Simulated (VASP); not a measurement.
# InAs (F-43m) in VASP: further runs

Runs on InAs. Level: PBE. Tasks: electric field gradients.

Program: VASP 6.6.1. These are calculated values, not measurements. Logs are shortened: lines on timing, memory, paths and dates and some standing lists are left out, and cuts for length are marked.

**1. The cell of the first run**

Symmetry: F-43m, No. 216, cubic system. Conventional cell: a = 6.128 Å, b = 6.128 Å, c = 6.128 Å, α = 90.00°, β = 90.00°, γ = 90.00°. Within 3.5 Å of In (site symmetry -43m) lie 4 As at 2.65 Å. Within 3.5 Å of As (site symmetry -43m) lie 4 In at 2.65 Å.

**2. Electric field gradients, PBE (volume scaled by 1.04)**

Input file INCAR:

```
SYSTEM = InAs
PREC = Accurate
ENCUT = 520
EDIFF = 1E-8
ISMEAR = -1
SIGMA = 0.08
LREAL = .False.
LASPH = .True.
NELM = 80
ALGO = Normal
ISIF = 2
LWAVE = .False.
LCHARG = .False.
GGA = PE
LEFG = .True.
NBANDS = 16
```

Input file KPOINTS:

```
Automatic mesh
0
Gamma
  10 10 10
  0 0 0
```

Input file POSCAR:

```
InAs
1.0
    0.0000000000      3.0637940372      3.0637940372
    3.0637940372      0.0000000000      3.0637940372
    3.0637940372      3.0637940372      0.0000000000
In As
1 1
Direct
    0.0000000000      0.0000000000      0.0000000000
    0.7500000000      0.7500000000      0.7500000000
```

Potentials or basis: VASP PAW PBE potentials, release 64 (In_d, As).

The run is started by

```console
> cat potpaw_PBE.64/In_d/POTCAR potpaw_PBE.64/As/POTCAR > POTCAR
> mpirun -np 1 vasp_std > vasp.out
```

OUTCAR:

```text
SYSTEM = InAs
   PREC = Accurate
   ENCUT = 520
   EDIFF = 1E-8
   ISMEAR = -1
   LREAL = .False.
   LASPH = .True.
   NELM = 80
   ISIF = 2
   GGA = PE

 ion  position               nearest neighbor table
   1  0.000  0.000  0.000-   2 2.65   2 2.65   2 2.65   2 2.65
   2  0.750  0.750  0.750-   1 2.65   1 2.65   1 2.65   1 2.65

  LATTYP: Found a face centered cubic cell.
 ALAT       =     6.1275880744

  Lattice vectors:

 A1 = (   0.0000000000,   3.0637940372,   3.0637940372)
 A2 = (   3.0637940372,   0.0000000000,   3.0637940372)
 A3 = (   3.0637940372,   3.0637940372,   0.0000000000)

Analysis of symmetry for initial positions (statically):
=====================================================================
 Subroutine PRICEL returns:
 Original cell was already a primitive cell.

 Routine SETGRP: Setting up the symmetry group for a
 face centered cubic supercell.

 Subroutine GETGRP returns: Found 24 space group operations
 (whereof 24 operations were pure point group operations)
 out of a pool of 48 trial point group operations.

The static configuration has the point symmetry T_d .

Analysis of symmetry for dynamics (positions and initial velocities):
=====================================================================
 Subroutine PRICEL returns:
 Original cell was already a primitive cell.

 Routine SETGRP: Setting up the symmetry group for a
 face centered cubic supercell.

 Subroutine GETGRP returns: Found 24 space group operations
 (whereof 24 operations were pure point group operations)
 out of a pool of 48 trial point group operations.

The dynamic configuration has the point symmetry T_d .

 Subroutine INISYM returns: Found 24 space group operations
 (whereof 24 operations are pure point group operations),
 and found     1 'primitive' translations

----------------------------------------------------------------------------------------

                                     Primitive cell

  volume of cell :      57.5187

  direct lattice vectors                    reciprocal lattice vectors
     0.000000000  3.063794037  3.063794037    -0.163196349  0.163196349  0.163196349
     3.063794037  0.000000000  3.063794037     0.163196349 -0.163196349  0.163196349
[... 124 lines left out ...]
 Free energy of the ion-electron system (eV)
  ---------------------------------------------------
  ext. energy  EPLUGINS =         0.00000000
  ---------------------------------------------------
  free energy    TOTEN  =        -7.71106055 eV

  energy without entropy =       -7.71033307  energy(sigma->0) =       -7.71069681

 E-fermi :   4.2871     XC(G=0):  -8.9198

 val. band max:        4.1140692620   @ k =   0.0000   0.0000   0.0000
 cond. band min:       4.9419488880   @ k =   0.1000   0.0000   0.0000
 fundamental gap:      0.8278796260
 Fermi energy:         4.2870523974

 k-point     1 :       0.0000    0.0000    0.0000
  band No.  band energies     occupation
      1     -10.2012      2.00000
      2     -10.2012      2.00000
      3     -10.2012      2.00000
      4     -10.0911      2.00000
      5     -10.0911      2.00000
      6      -7.4978      2.00000
[... 433 lines left out ...]
      3     -10.1473      2.00000
      4     -10.1134      2.00000
      5     -10.0761      2.00000
      6      -6.1495      2.00000
[... 8 lines left out ...]
     15      15.0704      0.00000
     16      15.9407      0.00000

 [... further k-points ...]

------------------------ aborting loop because EDIFF is reached ----------------------------------------

  FORCE on cell =-STRESS in cart. coord.  units (eV):
  Direction    XX          YY          ZZ          XY          YZ          ZX
  --------------------------------------------------------------------------------------
  -------------------------------------------------------------------------------------
  Total        0.5561455      0.5561455      0.5561455      0.0000000      0.0000000     -0.0000000
  in kB       15.4913866     15.4913866     15.4913866      0.0000000      0.0000000     -0.0000000
  external PRESSURE =      15.4913866 kB  Pullay stress =       0.0000000 kB

 VOLUME and BASIS-vectors are now :
 -----------------------------------------------------------------------------
  energy-cutoff  :      520.00
  volume of cell :       57.52
      direct lattice vectors                 reciprocal lattice vectors
     0.000000000  3.063794037  3.063794037    -0.163196349  0.163196349  0.163196349
     3.063794037  0.000000000  3.063794037     0.163196349 -0.163196349  0.163196349
     3.063794037  3.063794037  0.000000000     0.163196349  0.163196349 -0.163196349

 POSITION                                       TOTAL-FORCE (eV/Angst)
 -----------------------------------------------------------------------------------
      0.00000      0.00000      0.00000        -0.000000      0.000000      0.000000
      4.59569      4.59569      4.59569         0.000000     -0.000000     -0.000000
 -----------------------------------------------------------------------------------
    total drift:                                0.000000      0.000000      0.000000

  FREE ENERGIE OF THE ION-ELECTRON SYSTEM (eV)
  ---------------------------------------------------
  free  energy   TOTEN  =        -7.7110605455 eV

  energy  without entropy=       -7.7103330697  energy(sigma->0) =       -7.71069681

 Electric field gradients (V/A^2)
---------------------------------------------------------------------
 ion       V_xx      V_yy      V_zz      V_xy      V_xz      V_yz
---------------------------------------------------------------------
   1       0.000     0.000    -0.000    -0.002    -0.002    -0.002
   2       0.000     0.000     0.000     0.000     0.000     0.000
---------------------------------------------------------------------

 Electric field gradients after diagonalization (V/A^2)
 (convention: |V_zz| > |V_xx| > |V_yy|)
----------------------------------------------------------------------
 ion       V_xx      V_yy      V_zz     asymmetry (V_yy - V_xx)/ V_zz
----------------------------------------------------------------------
   1       0.002     0.002    -0.003       0.000
   2      -0.000    -0.000     0.001       0.000
----------------------------------------------------------------------

           NMR quadrupolar parameters

 Cq : quadrupolar parameter    Cq=e*Q*V_zz/h
 eta: asymmetry parameters     (V_yy - V_xx)/ V_zz
 Q  : nuclear electric quadrupole moment in mb (millibarn)
----------------------------------------------------------------------
 ion       Cq(MHz)       eta       Q (mb)
----------------------------------------------------------------------
   1      -0.000       0.000       1.000
   2       0.000       0.000       1.000
----------------------------------------------------------------------
```

OSZICAR:

```text
N       E                     dE             d eps       ncg     rms          rms(c)
DAV:   1     0.111867851982E+03    0.11187E+03   -0.82578E+03  1520   0.118E+03
DAV:   2    -0.320739904812E+00   -0.11219E+03   -0.10743E+03  1640   0.295E+02
DAV:   3    -0.777663973552E+01   -0.74559E+01   -0.74208E+01  1960   0.744E+01
DAV:   4    -0.796646028750E+01   -0.18982E+00   -0.18978E+00  1832   0.131E+01
DAV:   5    -0.797448551685E+01   -0.80252E-02   -0.80251E-02  2312   0.231E+00    0.426E+00
DAV:   6    -0.773087579733E+01    0.24361E+00   -0.37075E-01  2328   0.988E+00    0.237E+00
DAV:   7    -0.770901484383E+01    0.21861E-01   -0.10813E-01  2144   0.279E+00    0.713E-01
DAV:   8    -0.771022550179E+01   -0.12107E-02   -0.12461E-02  1880   0.125E+00    0.175E-01
DAV:   9    -0.771085051224E+01   -0.62501E-03   -0.96644E-04  1880   0.272E-01    0.104E-01
DAV:  10    -0.771101028690E+01   -0.15977E-03   -0.18069E-04  1936   0.179E-01    0.576E-02
DAV:  11    -0.771105928111E+01   -0.48994E-04   -0.11159E-04  1760   0.108E-01    0.373E-02
DAV:  12    -0.771105993727E+01   -0.65616E-06   -0.56459E-06  1736   0.238E-02    0.704E-03
DAV:  13    -0.771106030606E+01   -0.36879E-06   -0.18073E-06  1944   0.710E-03    0.334E-03
DAV:  14    -0.771106038468E+01   -0.78624E-07   -0.11956E-07  2024   0.290E-03    0.124E-03
DAV:  15    -0.771106048839E+01   -0.10371E-06   -0.64637E-09  1552   0.588E-04    0.721E-04
DAV:  16    -0.771106055396E+01   -0.65570E-07   -0.22054E-09  1336   0.645E-04    0.153E-04
DAV:  17    -0.771106054550E+01    0.84613E-08   -0.70040E-10   944   0.220E-04
   1 F= -.77110605E+01 E0= -.77106968E+01  d E =-.727476E-03
```

stdout:

```text
POSCAR found type information on POSCAR InAs
 POSCAR found :  2 types and       2 ions
 scaLAPACK will be used
 LDA part: xc-table for (Slater+PW92), standard interpolation
 POSCAR, INCAR and KPOINTS ok, starting setup
 FFT: planning ... GRIDC
 FFT: planning ... GRID_SOFT
 FFT: planning ... GRID
 WAVECAR not read
 entering main loop
ion   1

ion   2
```

It took 16 s on 1 thread of Intel Xeon 6975P-C (Granite Rapids), shared host; peak memory 0.19 GiB.

What came out:

- Free energy: -7.7111 eV
- Pressure: 1.5 GPa
- Band gap on the k mesh: zero (filled and empty bands touch)

Caveat: without QUAD_EFG the Cq values of the log hold for a quadrupole moment of 1 mb, not for the nuclei; spin-orbit coupling is left out, which moves the levels of the heavy elements.

**3. Electric field gradients, PBE (volume scaled by 1.04)**

Input file INCAR:

```
PREC = Accurate
ENCUT = 520
EDIFF = 1E-8
ISMEAR = -1
SIGMA = 0.08
LREAL = False
LASPH = True
NELM = 80
ALGO = Normal
ISIF = 2
LWAVE = False
LCHARG = False
GGA = PE
LEFG = True
NBANDS = 16
```

Input file KPOINTS:

```
Automatic mesh
0
Gamma
  10 10 10
```

POSCAR is that of step 2.

Potentials or basis: VASP PAW PBE potentials, release 64 (In_d, As).

The run is started by

```console
> cat potpaw_PBE.64/In_d/POTCAR potpaw_PBE.64/As/POTCAR > POTCAR
> mpirun -np 1 vasp_std > vasp.out
```

OUTCAR:

```text
PREC = Accurate
   ENCUT = 520
   EDIFF = 1E-8
   ISMEAR = -1
   LREAL = False
   LASPH = True
   NELM = 80
   ISIF = 2
   GGA = PE

 ion  position               nearest neighbor table
   1  0.000  0.000  0.000-   2 2.65   2 2.65   2 2.65   2 2.65
   2  0.750  0.750  0.750-   1 2.65   1 2.65   1 2.65   1 2.65

  LATTYP: Found a face centered cubic cell.
 ALAT       =     6.1275880744

  Lattice vectors:

 A1 = (   0.0000000000,   3.0637940372,   3.0637940372)
 A2 = (   3.0637940372,   0.0000000000,   3.0637940372)
[... 666 lines left out ...]
  FREE ENERGIE OF THE ION-ELECTRON SYSTEM (eV)
  ---------------------------------------------------
  free  energy   TOTEN  =        -7.7110605455 eV

  energy  without entropy=       -7.7103330697  energy(sigma->0) =       -7.71069681

 Electric field gradients (V/A^2)
---------------------------------------------------------------------
 ion       V_xx      V_yy      V_zz      V_xy      V_xz      V_yz
---------------------------------------------------------------------
   1       0.000     0.000    -0.000    -0.002    -0.002    -0.002
   2       0.000     0.000     0.000     0.000     0.000     0.000
---------------------------------------------------------------------

 Electric field gradients after diagonalization (V/A^2)
 (convention: |V_zz| > |V_xx| > |V_yy|)
----------------------------------------------------------------------
 ion       V_xx      V_yy      V_zz     asymmetry (V_yy - V_xx)/ V_zz
----------------------------------------------------------------------
   1       0.002     0.002    -0.003       0.000
   2      -0.000    -0.000     0.001       0.000
----------------------------------------------------------------------

           NMR quadrupolar parameters

 Cq : quadrupolar parameter    Cq=e*Q*V_zz/h
 eta: asymmetry parameters     (V_yy - V_xx)/ V_zz
 Q  : nuclear electric quadrupole moment in mb (millibarn)
----------------------------------------------------------------------
 ion       Cq(MHz)       eta       Q (mb)
----------------------------------------------------------------------
   1      -0.000       0.000       1.000
   2       0.000       0.000       1.000
----------------------------------------------------------------------
```

OSZICAR:

```text
N       E                     dE             d eps       ncg     rms          rms(c)
DAV:   1     0.111867851982E+03    0.11187E+03   -0.82578E+03  1520   0.118E+03
DAV:   2    -0.320739904812E+00   -0.11219E+03   -0.10743E+03  1640   0.295E+02
DAV:   3    -0.777663973552E+01   -0.74559E+01   -0.74208E+01  1960   0.744E+01
DAV:   4    -0.796646028750E+01   -0.18982E+00   -0.18978E+00  1832   0.131E+01
DAV:   5    -0.797448551685E+01   -0.80252E-02   -0.80251E-02  2312   0.231E+00    0.426E+00
DAV:   6    -0.773087579733E+01    0.24361E+00   -0.37075E-01  2328   0.988E+00    0.237E+00
DAV:   7    -0.770901484383E+01    0.21861E-01   -0.10813E-01  2144   0.279E+00    0.713E-01
DAV:   8    -0.771022550179E+01   -0.12107E-02   -0.12461E-02  1880   0.125E+00    0.175E-01
DAV:   9    -0.771085051224E+01   -0.62501E-03   -0.96644E-04  1880   0.272E-01    0.104E-01
DAV:  10    -0.771101028690E+01   -0.15977E-03   -0.18069E-04  1936   0.179E-01    0.576E-02
DAV:  11    -0.771105928111E+01   -0.48994E-04   -0.11159E-04  1760   0.108E-01    0.373E-02
DAV:  12    -0.771105993727E+01   -0.65616E-06   -0.56459E-06  1736   0.238E-02    0.704E-03
DAV:  13    -0.771106030606E+01   -0.36879E-06   -0.18073E-06  1944   0.710E-03    0.334E-03
DAV:  14    -0.771106038468E+01   -0.78624E-07   -0.11956E-07  2024   0.290E-03    0.124E-03
DAV:  15    -0.771106048839E+01   -0.10371E-06   -0.64637E-09  1552   0.588E-04    0.721E-04
DAV:  16    -0.771106055396E+01   -0.65570E-07   -0.22054E-09  1336   0.645E-04    0.153E-04
DAV:  17    -0.771106054550E+01    0.84613E-08   -0.70040E-10   944   0.220E-04
   1 F= -.77110605E+01 E0= -.77106968E+01  d E =-.727476E-03
```

stdout:

```text
POSCAR found type information on POSCAR InAs
 POSCAR found :  2 types and       2 ions
 scaLAPACK will be used
 LDA part: xc-table for (Slater+PW92), standard interpolation
 POSCAR, INCAR and KPOINTS ok, starting setup
 FFT: planning ... GRIDC
 FFT: planning ... GRID_SOFT
 FFT: planning ... GRID
 WAVECAR not read
 entering main loop
ion   1

ion   2
```

It took 15 s on 1 thread of Intel Xeon 6975P-C (Granite Rapids), shared host; peak memory 0.2 GiB.

Results:

```yaml
Free_energy: -7.7111 eV
Pressure: 1.5 GPa
Band_gap_on_the_k_mesh: zero (filled and empty bands touch)
```

Levels at points of the mesh, in eV from the Fermi level:
```csv
k point,band 7,band 8,band 9,band 10,band 11,band 12
"(0.00, 0.00, 0.00)",-0.57,-0.17,-0.17,-0.17,3.72,3.72
"(0.50, 0.00, 0.00)",-5.74,-1.10,-1.10,0.70,4.48,4.48
"(0.50, 0.50, 0.00)",-5.84,-2.36,-2.36,1.44,1.88,8.76
```

Caveat: without QUAD_EFG the Cq values of the log hold for a quadrupole moment of 1 mb, not for the nuclei; spin-orbit coupling is left out, which moves the levels of the heavy elements.
